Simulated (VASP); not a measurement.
BeTe:

```xyz
4
Lattice="4.0331 0.0000 0.0000 -2.0165 3.4927 0.0000 0.0000 0.0000 8.7574" Properties=species:S:1:pos:R:3 pbc="T T T"
Be    0.0000    2.3285    2.1893
Be    2.0165    1.1642    6.5680
Te    2.0165    1.1642    2.1893
Te    0.0000    2.3285    6.5680
```

| Item | Value |
| --- | --- |
| Program | VASP 6.6.1 |
| Task | relaxation of cell and atoms |
| Functional | PBEsol |
| Potentials or basis | VASP PAW PBE potentials, release 64 (Be, Te) |
| Cutoff | 600 eV |
| k mesh | 6 × 6 × 4 |
| Occupations | fermi-dirac, width 0.02 eV |
| Spin | no spin polarisation |

At the start: pressure -0.9 GPa; volume 30.84 Å³/atom.

Question: Where does the relaxation end?

Answer: Over 14 steps the energy falls by 22.1 meV/atom and the volume is 24.93 Å³/atom (-19.1 %); space group P6_3/mmc (No. 194, to 0.05 Å).

Step by step:
```
step  energy change (eV)  largest force (eV/Å)  pressure (GPa)  volume (Å³)
   1              0.0000                0.0000           -0.89       123.36
   2             -0.0063                0.0000            0.18       120.34
   3             -0.0069                0.0000           -0.06       120.98
   4             -0.0108                0.0000           -0.06       120.08
   5             -0.0231                0.0000           -0.05       117.39
   6             -0.0479                0.0000            0.03       112.00
   7             -0.0826                0.0000            0.64       101.19
   8             -0.0875                0.0000           -0.23       101.35
   9             -0.0876                0.0000           -0.15       101.34
  10             -0.0879                0.0000           -0.14       101.05
  11             -0.0884                0.0000           -0.10       100.18
  12             -0.0884                0.0000           -0.06        99.81
  13             -0.0884                0.0000            0.10        99.65
  14             -0.0885                0.0000            0.00        99.74
```

Final structure:
```
CELL_PARAMETERS angstrom
4.03916 0.00000 0.00000
-2.01958 3.49802 0.00000
0.00000 0.00000 7.05917
ATOMIC_POSITIONS crystal
Be 0.33333 0.66667 0.25000
Be 0.66667 0.33333 0.75000
Te 0.66667 0.33333 0.25000
Te 0.33333 0.66667 0.75000
```

Caveat: the volume moved by over 15 % at a fixed basis, so the end points are rough; the PAW data sets were made with another functional, which shifts forces and pressure a little.
